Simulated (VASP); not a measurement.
# LiF in VASP: a series of runs, part 2 of 2

VASP 6.6.1. The steps go on from the part before.

## 5. Single point, PBE, collinear spin

This run uses another cell than the first one.

Input file INCAR:

```
PREC = Accurate
ENCUT = 520
EDIFF = 1E-6
ISMEAR = 0
SIGMA = 0.05
LREAL = F
LASPH = T
NELM = 150
ALGO = Normal
ISIF = 2
LWAVE = F
LCHARG = F
ISPIN = 2
MAGMOM = 0.5 0.5
LORBIT = 11
GGA = PE
NBANDS = 16
```

Input file KPOINTS:

```
regular mesh
0
Gamma
  1 1 18
```

Input file POSCAR:

```
LiF
1.0
    9.0000000000      0.0000000000      0.0000000000
    0.0000000000      9.3000000000      0.0000000000
    0.0000000000      0.0000000000      3.6603610788
Li F
1 1
Direct
    0.5000000000      0.5000000000      0.0000000000
    0.5000000000      0.5000000000      0.5000000000
```

Potentials or basis: VASP PAW PBE potentials, release 64 (Li_sv, F).

The run is started by

```bash
$ cat potpaw_PBE.64/Li_sv/POTCAR potpaw_PBE.64/F/POTCAR > POTCAR
$ mpirun -np 1 vasp_std > vasp.out
```

OUTCAR:

```text
PREC = Accurate
   ENCUT = 520
   EDIFF = 1E-6
   ISMEAR = 0
   LREAL = F
   LASPH = T
   NELM = 150
   ISIF = 2
   ISPIN = 2
   LORBIT = 11
   GGA = PE

 ion  position               nearest neighbor table
   1  0.500  0.500  0.000-   2 1.83   2 1.83
   2  0.500  0.500  0.500-   1 1.83   1 1.83

  LATTYP: Found a simple orthorhombic cell.
 ALAT       =     3.6603610788
 B/A-ratio  =     2.4587738221
 C/A-ratio  =     2.5407329495

  Lattice vectors:

 A1 = (   0.0000000000,   0.0000000000,   3.6603610788)
 A2 = (   9.0000000000,   0.0000000000,   0.0000000000)
 A3 = (   0.0000000000,   9.3000000000,   0.0000000000)

Analysis of symmetry for initial positions (statically):
=====================================================================
 Subroutine PRICEL returns:
 Original cell was already a primitive cell.

 Routine SETGRP: Setting up the symmetry group for a
 simple orthorhombic supercell.

 Subroutine GETGRP returns: Found  8 space group operations
 (whereof  8 operations were pure point group operations)
 out of a pool of  8 trial point group operations.

The static configuration has the point symmetry D_2h.

Analysis of symmetry for dynamics (positions and initial velocities):
=====================================================================
 Subroutine PRICEL returns:
 Original cell was already a primitive cell.

 Routine SETGRP: Setting up the symmetry group for a
 simple orthorhombic supercell.

 Subroutine GETGRP returns: Found  8 space group operations
 (whereof  8 operations were pure point group operations)
 out of a pool of  8 trial point group operations.

The dynamic configuration has the point symmetry D_2h.

Analysis of structural, dynamic, and magnetic symmetry:
=====================================================================
 Subroutine PRICEL returns:
 Original cell was already a primitive cell.

 Routine SETGRP: Setting up the symmetry group for a
 simple orthorhombic supercell.

[... 139 lines left out ...]

  energy without entropy =       -8.75191065  energy(sigma->0) =       -8.75191065

 E-fermi :  -6.6808     XC(G=0):  -1.3724

 val. band max:       -6.9477651984   @ k =   0.0000   0.0000   0.5000
 cond. band min:      -0.7824478184   @ k =   0.0000   0.0000   0.0000
 fundamental gap:      6.1653173801
 Fermi energy:        -6.6808110222

 spin component 1

 k-point     1 :       0.0000    0.0000    0.0000
  band No.  band energies     occupation
      1     -49.1463      1.00000
      2     -25.5754      1.00000
      3      -7.9959      1.00000
      4      -7.1065      1.00000
      5      -7.1064      1.00000
      6      -0.7744      0.00000
[... 166 lines left out ...]
      2     -25.6540      1.00000
      3      -7.6610      1.00000
      4      -6.9478      1.00000
      5      -6.9478      1.00000
      6       1.9387      0.00000
[... 8 lines left out ...]
     15       4.5054      0.00000
     16       5.4737      0.00000
 Fermi energy:        -6.6808110222

 spin component 2

 k-point     1 :       0.0000    0.0000    0.0000
  band No.  band energies     occupation
      1     -49.1462      1.00000
      2     -25.5754      1.00000
      3      -7.9959      1.00000
      4      -7.1065      1.00000
      5      -7.1065      1.00000
      6      -0.7824      0.00000
[... 167 lines left out ...]
      3      -7.6610      1.00000
      4      -6.9478      1.00000
      5      -6.9478      1.00000
      6       1.9322      0.00000
[... 8 lines left out ...]
     15       4.4539      0.00000
     16       5.4066      0.00000

------------------------ aborting loop because EDIFF is reached ----------------------------------------

  FORCE on cell =-STRESS in cart. coord.  units (eV):
  Direction    XX          YY          ZZ          XY          YZ          ZX
  --------------------------------------------------------------------------------------
  -------------------------------------------------------------------------------------
  Total       -0.0497717     -0.0507710     -2.9290800      0.0000000      0.0000000      0.0000000
  in kB       -0.2602818     -0.2655077    -15.3176603      0.0000000      0.0000000      0.0000000
  external PRESSURE =      -5.2811499 kB  Pullay stress =       0.0000000 kB

 VOLUME and BASIS-vectors are now :
 -----------------------------------------------------------------------------
  energy-cutoff  :      520.00
  volume of cell :      306.37
      direct lattice vectors                 reciprocal lattice vectors
     9.000000000  0.000000000  0.000000000     0.111111111  0.000000000  0.000000000
     0.000000000  9.300000000  0.000000000     0.000000000  0.107526882  0.000000000
     0.000000000  0.000000000  3.660361079     0.000000000  0.000000000  0.273197091

 POSITION                                       TOTAL-FORCE (eV/Angst)
 -----------------------------------------------------------------------------------
      4.50000      4.65000      0.00000         0.000000      0.000000      0.000000
      4.50000      4.65000      1.83018         0.000000      0.000000      0.000000
 -----------------------------------------------------------------------------------
    total drift:                                0.000000      0.000000      0.000000

  FREE ENERGIE OF THE ION-ELECTRON SYSTEM (eV)
  ---------------------------------------------------
  free  energy   TOTEN  =        -8.7519106475 eV

  energy  without entropy=       -8.7519106475  energy(sigma->0) =       -8.75191065

 total charge

# of ion       s       p       d       tot
------------------------------------------
    1        2.013   0.043   0.000   2.056
    2        1.728   4.361   0.000   6.088
--------------------------------------------------
tot          3.740   4.404   0.000   8.144

 magnetization (x)

# of ion       s       p       d       tot
------------------------------------------
    1       -0.000   0.000   0.000   0.000
    2       -0.000  -0.000   0.000  -0.000
--------------------------------------------------
tot         -0.000  -0.000   0.000  -0.000
```

Run time: 3.6 min. Hardware: 1 thread of Oxide Virtual Turin-like, shared host; peak memory 0.44 GiB.

What came out:

* Free energy: -8.7519 eV
* Band gap on the k mesh: 6.17 eV (least direct gap 6.32 eV)
* Net moment: 0.00 μB per cell
* Valence electrons inside the program's atomic spheres: Li 2.06; F 6.09

Levels at points of the mesh, in eV from the valence-band top:
Spin up:
```csv
k point,band 3,band 4,band 5,band 6,band 7,band 8
"(0.00, 0.00, 0.00)",-1.05,-0.16,-0.16,6.17,7.83,7.91
"(0.00, 0.00, 0.50)",-0.71,0.00,0.00,8.89,9.18,9.41
```
Spin down:
| k point | band 2 | band 3 | band 4 | band 5 | band 6 | band 7 | band 8 | band 9 |
| --- | --- | --- | --- | --- | --- | --- | --- | --- |
| (0.00, 0.00, 0.00) | -18.63 | -1.05 | -0.16 | -0.16 | 6.17 | 7.82 | 7.90 | 8.33 |
| (0.00, 0.00, 0.50) | -18.71 | -0.71 | 0.00 | 0.00 | 8.88 | 9.17 | 9.41 | 9.44 |

Caveat: the cutoff is under 1.25 times the usual one of these potentials, so pressure, stress and relaxed cells hold a basis-set (Pulay) error.

## 6. Single point, PBE, collinear spin

This run uses another cell than the first one.

Input file INCAR:

```
PREC     = Accurate       # precision mode
ENCUT    = 520            # plane-wave cutoff, eV
EDIFF    = 1E-6           # SCF threshold, eV
ISMEAR   = 0              # smearing method
SIGMA    = 0.05           # smearing width, eV
LREAL    = False          # projectors in reciprocal space
LASPH    = True           # aspherical terms in the spheres
NELM     = 150            # most SCF steps
ALGO     = Normal         # electronic algorithm
ISIF     = 2              # what is computed and relaxed
LWAVE    = False          # write WAVECAR
LCHARG   = False          # write CHGCAR
ISPIN    = 2              # spin polarisation
MAGMOM   = 0.5 0.5        # initial moments
LORBIT   = 11             # projections on sites
GGA      = PE             # functional
NBANDS   = 16             # bands
```

Input file KPOINTS:

```
regular mesh
0
Gamma
  1 1 20
```

Input file POSCAR:

```
LiF
1.0
    9.8000000000      0.0000000000      0.0000000000
    0.0000000000      9.3000000000      0.0000000000
    0.0000000000      0.0000000000      3.4055740846
Li F
1 1
Direct
    0.5000078722      0.5000000000      0.0000000000
    0.4999921278      0.5000000000      0.5000000000
```

Potentials or basis: VASP PAW PBE potentials, release 64 (Li_sv, F).

The run is started by

```bash
$ cat potpaw_PBE.64/Li_sv/POTCAR potpaw_PBE.64/F/POTCAR > POTCAR
$ mpirun -np 1 vasp_std > vasp.out
```

OUTCAR:

```text
PREC = Accurate
   ENCUT = 520
   EDIFF = 1E-6
   ISMEAR = 0
   LREAL = False
   LASPH = True
   NELM = 150
   ISIF = 2
   ISPIN = 2
   LORBIT = 11
   GGA = PE

 ion  position               nearest neighbor table
   1  0.500  0.500  0.000-   2 1.70   2 1.70
   2  0.500  0.500  0.500-   1 1.70   1 1.70

  LATTYP: Found a simple orthorhombic cell.
 ALAT       =     3.4055740846
 B/A-ratio  =     2.7308171160
 C/A-ratio  =     2.8776352405

  Lattice vectors:

 A1 = (   0.0000000000,   0.0000000000,  -3.4055740846)
[... 620 lines left out ...]
  external PRESSURE =       0.0930907 kB  Pullay stress =       0.0000000 kB

 VOLUME and BASIS-vectors are now :
 -----------------------------------------------------------------------------
  energy-cutoff  :      520.00
  volume of cell :      310.38
      direct lattice vectors                 reciprocal lattice vectors
     9.800000000  0.000000000  0.000000000     0.102040816  0.000000000  0.000000000
     0.000000000  9.300000000  0.000000000     0.000000000  0.107526882  0.000000000
     0.000000000  0.000000000  3.405574085     0.000000000  0.000000000  0.293636249

 POSITION                                       TOTAL-FORCE (eV/Angst)
 -----------------------------------------------------------------------------------
      4.90008      4.65000      0.00000        -0.000122      0.000000      0.000000
      4.89992      4.65000      1.70279         0.000122      0.000000      0.000000
 -----------------------------------------------------------------------------------
    total drift:                               -0.000003     -0.000000     -0.000000

  FREE ENERGIE OF THE ION-ELECTRON SYSTEM (eV)
  ---------------------------------------------------
  free  energy   TOTEN  =        -8.8565004021 eV

  energy  without entropy=       -8.8565004021  energy(sigma->0) =       -8.85650040

 total charge

# of ion       s       p       d       tot
------------------------------------------
    1        2.027   0.063   0.000   2.090
    2        1.730   4.390   0.000   6.120
--------------------------------------------------
tot          3.757   4.453   0.000   8.210

 magnetization (x)

# of ion       s       p       d       tot
------------------------------------------
    1       -0.000   0.000   0.000   0.000
    2       -0.000  -0.000   0.000  -0.000
--------------------------------------------------
tot         -0.000  -0.000   0.000  -0.000
```

OSZICAR:

```text
N       E                     dE             d eps       ncg     rms          rms(c)
DAV:   1     0.907973610035E+02    0.90797E+02   -0.34359E+03   760   0.393E+02
DAV:   2     0.347655920590E+01   -0.87321E+02   -0.76500E+02  1104   0.116E+02
[... 16 lines left out ...]
DAV:  19    -0.885634855076E+01   -0.43093E-04   -0.99573E-06   760   0.187E-02    0.223E-03
DAV:  20    -0.885648442662E+01   -0.13588E-03   -0.55112E-06   744   0.118E-02    0.147E-03
DAV:  21    -0.885647788032E+01    0.65463E-05   -0.18644E-06   736   0.773E-03    0.816E-04
DAV:  22    -0.885649211665E+01   -0.14236E-04   -0.53704E-07   736   0.367E-03    0.727E-04
DAV:  23    -0.885650116182E+01   -0.90452E-05   -0.45343E-07   736   0.278E-03    0.341E-04
DAV:  24    -0.885650040205E+01    0.75977E-06   -0.10759E-07   776   0.164E-03
   1 F= -.88565004E+01 E0= -.88565004E+01  d E =-.554521E-15  mag=     0.0000
```

Wall time 5.1 min (1 thread of Oxide Virtual Turin-like, shared host); peak memory 0.51 GiB.

Results:

- Free energy: -8.8565 eV
- Band gap on the k mesh: 6.54 eV (least direct gap 6.77 eV)
- Net moment: 0.00 μB per cell
- Valence electrons inside the program's atomic spheres: Li 2.09; F 6.12

Caveat: the cutoff is under 1.25 times the usual one of these potentials, so pressure, stress and relaxed cells hold a basis-set (Pulay) error.

## 7. Summary

| cell | k mesh | gap on the mesh (eV) | moment (μB) |
| --- | --- | --- | --- |
| a = 9.000, b = 9.300, c = 3.409 Å, 2 atoms | 1 × 1 × 18 | 6.51 | 0.00 |
| a = 9.000, b = 9.300, c = 3.407 Å, 2 atoms | 1 × 1 × 18 | 6.51 | 0.00 |
| a = 9.000, b = 9.300, c = 3.660 Å, 2 atoms | 1 × 1 × 18 | 6.17 | 0.00 |
| a = 9.800, b = 9.300, c = 3.406 Å, 2 atoms | 1 × 1 × 20 | 6.54 | 0.00 |

Alike in all rows: task single point; level PBE; potentials or basis VASP PAW PBE potentials, release 64 (Li_sv, F); spin collinear; cutoff (eV) 520; smearing gaussian 0.05 eV.

Caveats: the cutoff is under 1.25 times the usual one of these potentials, so pressure, stress and relaxed cells hold a basis-set (Pulay) error.

Total energies depend on the potentials used, so only differences within one code and one set of settings carry meaning.
